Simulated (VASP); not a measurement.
Here is a VASP 6.6.1 calculation.

POSCAR

```
Ir
1.0
    0.0000000000      1.9107925920      1.9107925920
    1.9107925920      0.0000000000      1.9107925920
    1.9107925920      1.9107925920      0.0000000000
Ir
1
Direct
    0.0000000000      0.0000000000      0.0000000000
```

File INCAR.step1:

```
PREC = Accurate
ENCUT = 520
ISMEAR = 0
SIGMA = 0.1
LREAL = False
LASPH = True
NELM = 100
NBANDS = 10
GGA = PE
ALGO = Normal
EDIFF = 1E-4
LWAVE = True
LCHARG = False
```

The input INCAR.step2:

```
PREC = Accurate
ENCUT = 520
EDIFF = 1E-7
ISMEAR = 0
SIGMA = 0.1
LREAL = False
LASPH = True
NELM = 100
ALGO = Normal
ISIF = 2
LWAVE = False
LCHARG = False
METAGGA = R2SCAN
LMIXTAU = True
NBANDS = 10
ISTART = 1
```

The input KPOINTS:

```
Automatic mesh
0
Gamma
  18 18 18
```

Potentials or basis: VASP PAW PBE potentials, release 64 (Ir).

Command:

```console
$ cat potpaw_PBE.64/Ir/POTCAR > POTCAR
$ cp INCAR.step1 INCAR
$ mpirun -np 1 vasp_std > vasp.out
$ cp INCAR.step2 INCAR
$ mpirun -np 1 vasp_std > vasp.out
```

**Question.** Predict the pressure.

**Answer.** 9.7 GPa.

Caveat: the cell differs from its parent crystal (functional r2SCAN, strained); the PAW data sets were made with another functional, which shifts forces and pressure a little.
